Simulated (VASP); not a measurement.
# Mg2CdTe3 (P3m1) in VASP: notebook, part 2 of 2

VASP 6.6.1.

## Step 3: Single point, r2SCAN

File POSCAR:

```
Mg2CdTe3
1.0
    4.6332198300      0.0000000000      0.0000000000
   -2.3166099150      4.0124860741      0.0000000000
    0.0000000000      0.0000000000     11.3162888000
Mg Cd Te
2 1 3
Direct
    0.3333333333      0.6666666667      0.9993960000
    0.6666666667      0.3333333333      0.6692520000
    0.0000000000      0.0000000000      0.3320900000
    0.0000000000      0.0000000000      0.0791730000
    0.6666666667      0.3333333333      0.4201980000
    0.3333333333      0.6666666667      0.7498910000
```

File INCAR.step1:

```
SYSTEM = Mg2CdTe3
ALGO = Normal
EDIFF = 1E-4
ENCUT = 520
GGA = PE
ISMEAR = 0
LASPH = .TRUE.
LCHARG = .FALSE.
LREAL = .FALSE.
LWAVE = .TRUE.
NBANDS = 26
NELM = 100
PREC = Accurate
SIGMA = 0.02
```

File INCAR.step2:

```
SYSTEM = Mg2CdTe3
ALGO = Normal
EDIFF = 1E-6
ENCUT = 520
ISIF = 2
ISMEAR = 0
ISTART = 1
LASPH = .TRUE.
LCHARG = .FALSE.
LMIXTAU = .TRUE.
LREAL = .FALSE.
LWAVE = .FALSE.
METAGGA = R2SCAN
NBANDS = 26
NELM = 100
PREC = Accurate
SIGMA = 0.02
```

File KPOINTS:

```
k-points
0
G
  6 6 4
  0 0 0
```

Potentials or basis: VASP PAW PBE potentials, release 64 (Mg, Cd, Te).

On the command line:

```console
$ cat potpaw_PBE.64/Mg/POTCAR potpaw_PBE.64/Cd/POTCAR potpaw_PBE.64/Te/POTCAR > POTCAR
$ cp INCAR.step1 INCAR
$ mpirun -np 1 vasp_std > vasp.out
$ cp INCAR.step2 INCAR
$ mpirun -np 1 vasp_std > vasp.out
```

OUTCAR:

```text
SYSTEM = Mg2CdTe3
   EDIFF = 1E-6
   ENCUT = 520
   ISIF = 2
   ISMEAR = 0
   ISTART = 1
   LASPH = .TRUE.
   LREAL = .FALSE.
   METAGGA = R2SCAN
   NELM = 100
   PREC = Accurate

 ion  position               nearest neighbor table
   1  0.333  0.667  0.999-   4 2.82   4 2.82   4 2.82   6 2.82
   2  0.667  0.333  0.669-   5 2.82   6 2.83   6 2.83   6 2.83
   3  0.000  0.000  0.332-   5 2.85   5 2.85   5 2.85   4 2.86
   4  0.000  0.000  0.079-   1 2.82   1 2.82   1 2.82   3 2.86
   5  0.667  0.333  0.420-   2 2.82   3 2.85   3 2.85   3 2.85
   6  0.333  0.667  0.750-   1 2.82   2 2.83   2 2.83   2 2.83

  LATTYP: Found a hexagonal cell.
 ALAT       =     4.6332198300
 C/A-ratio  =     2.4424243216

  Lattice vectors:

 A1 = (   4.6332198300,   0.0000000000,   0.0000000000)
 A2 = (  -2.3166099150,   4.0124860741,   0.0000000000)
 A3 = (   0.0000000000,   0.0000000000,  11.3162888000)

Analysis of symmetry for initial positions (statically):
=====================================================================
 Subroutine PRICEL returns:
[... 182 lines left out ...]
 cond. band min:       3.6398267452   @ k =   0.0000   0.0000   0.0000
 fundamental gap:      1.9862930389
 Fermi energy:         1.7355162416

 k-point     1 :       0.0000    0.0000    0.0000
  band No.  band energies     occupation
      1      -9.1917      2.00000
      2      -8.8939      2.00000
      3      -8.7051      2.00000
      4      -6.4606      2.00000
      5      -6.4606      2.00000
      6      -6.2548      2.00000
[... 685 lines left out ...]
     25       8.1962      0.00000
     26       8.3525      0.00000

------------------------ aborting loop because EDIFF is reached ----------------------------------------

  FORCE on cell =-STRESS in cart. coord.  units (eV):
  Direction    XX          YY          ZZ          XY          YZ          ZX
  --------------------------------------------------------------------------------------
  -------------------------------------------------------------------------------------
  Total       -1.1470103     -1.1470103     -1.1206415      0.0000000     -0.0000000      0.0000000
  in kB       -8.7352919     -8.7352919     -8.5344751      0.0000000     -0.0000000      0.0000000
  external PRESSURE =      -8.6683529 kB  Pullay stress =       0.0000000 kB

 VOLUME and BASIS-vectors are now :
 -----------------------------------------------------------------------------
  energy-cutoff  :      520.00
  volume of cell :      210.38
      direct lattice vectors                 reciprocal lattice vectors
     4.633219830  0.000000000  0.000000000     0.215832625  0.124611024  0.000000000
    -2.316609915  4.012486074  0.000000000     0.000000000  0.249222049  0.000000000
     0.000000000  0.000000000 11.316288800     0.000000000  0.000000000  0.088368194

 POSITION                                       TOTAL-FORCE (eV/Angst)
 -----------------------------------------------------------------------------------
     -0.00000      2.67499     11.30945        -0.000000      0.000000      0.002802
      2.31661      1.33750      7.57345         0.000000      0.000000     -0.006821
      0.00000      0.00000      3.75803         0.000000     -0.000000     -0.000616
      0.00000      0.00000      0.89594         0.000000      0.000000      0.004654
      2.31661      1.33750      4.75508         0.000000      0.000000     -0.003784
     -0.00000      2.67499      8.48598         0.000000      0.000000      0.003765
 -----------------------------------------------------------------------------------
    total drift:                                0.000003     -0.000002     -0.002595

  FREE ENERGIE OF THE ION-ELECTRON SYSTEM (eV)
  ---------------------------------------------------
  free  energy   TOTEN  =      -109.9787852223 eV

  energy  without entropy=     -109.9787852223  energy(sigma->0) =     -109.97878522
```

OUTCAR.step1:

```text
SYSTEM = Mg2CdTe3
   EDIFF = 1E-4
   ENCUT = 520
   GGA = PE
   ISMEAR = 0
   LASPH = .TRUE.
   LREAL = .FALSE.
   NELM = 100
[... 929 lines left out ...]
      0.00000      0.00000      0.89594        -0.000000     -0.000000     -0.017904
      2.31661      1.33750      4.75508         0.000000      0.000000      0.017488
     -0.00000      2.67499      8.48598         0.000000      0.000000      0.002085
 -----------------------------------------------------------------------------------
    total drift:                                0.000000     -0.000000     -0.001298

  FREE ENERGIE OF THE ION-ELECTRON SYSTEM (eV)
  ---------------------------------------------------
  free  energy   TOTEN  =       -17.6047480652 eV

  energy  without entropy=      -17.6047480652  energy(sigma->0) =      -17.60474807
```

OSZICAR.step1:

```text
N       E                     dE             d eps       ncg     rms          rms(c)
DAV:   1     0.156679139769E+03    0.15668E+03   -0.12492E+04  1248   0.104E+03
DAV:   2    -0.725484420766E+01   -0.16393E+03   -0.15622E+03  1406   0.205E+02
DAV:   3    -0.180741208605E+02   -0.10819E+02   -0.10765E+02  1534   0.524E+01
DAV:   4    -0.182602763409E+02   -0.18616E+00   -0.18607E+00  1686   0.684E+00
DAV:   5    -0.182623430383E+02   -0.20667E-02   -0.20666E-02  1618   0.791E-01    0.625E+00
DAV:   6    -0.176582967912E+02    0.60405E+00   -0.10131E+00  1480   0.694E+00    0.484E+00
DAV:   7    -0.175959301836E+02    0.62367E-01   -0.52093E-01  1570   0.307E+00    0.198E+00
DAV:   8    -0.176030746278E+02   -0.71444E-02   -0.32122E-02  1458   0.144E+00    0.831E-01
DAV:   9    -0.176045034449E+02   -0.14288E-02   -0.51279E-03  1462   0.489E-01    0.165E-01
DAV:  10    -0.176046593208E+02   -0.15588E-03   -0.14027E-03  1474   0.285E-01    0.734E-02
DAV:  11    -0.176047480652E+02   -0.88744E-04   -0.16919E-04  1050   0.752E-02
   1 F= -.17604748E+02 E0= -.17604748E+02  d E =-.312580E-19
```

It took 3.2 min on 1 thread of Intel Xeon 6975P-C (Granite Rapids), shared host; peak memory 0.45 GiB.

Results:

- Free energy: -109.9788 eV
- Pressure: -0.9 GPa
- Largest force: 0.007 eV/Å
- Band gap on the k mesh: 1.99 eV, direct

Forces on the atoms (eV/Å):
```
Mg   0.000  0.000  0.003
Mg   0.000  0.000 -0.007
Cd   0.000  0.000 -0.001
Te   0.000  0.000  0.005
Te   0.000  0.000 -0.004
Te   0.000  0.000  0.004
```

Levels at points of the mesh, in eV from the valence-band top:
| k point | band 13 | band 14 | band 15 | band 16 | band 17 | band 18 | band 19 | band 20 | band 21 | band 22 |
| --- | --- | --- | --- | --- | --- | --- | --- | --- | --- | --- |
| (0.00, 0.00, 0.00) | -0.57 | -0.57 | -0.14 | 0.00 | 0.00 | 1.99 | 3.14 | 3.45 | 5.48 | 5.48 |
| (0.50, 0.00, 0.00) | -1.51 | -1.45 | -1.26 | -1.00 | -0.81 | 2.99 | 3.22 | 3.85 | 4.00 | 5.25 |
| (0.00, 0.00, 0.50) | -0.76 | -0.51 | -0.51 | -0.03 | -0.03 | 2.48 | 3.36 | 3.40 | 5.35 | 5.67 |
| (0.50, 0.00, 0.50) | -1.77 | -1.39 | -1.29 | -0.66 | -0.64 | 2.88 | 3.39 | 3.58 | 4.39 | 4.55 |

Caveat: the PAW data sets were made with another functional, which shifts forces and pressure a little; spin-orbit coupling is left out, which moves the levels of the heavy elements. r2SCAN opens gaps a little over a GGA but as a rule still falls short of measured ones.
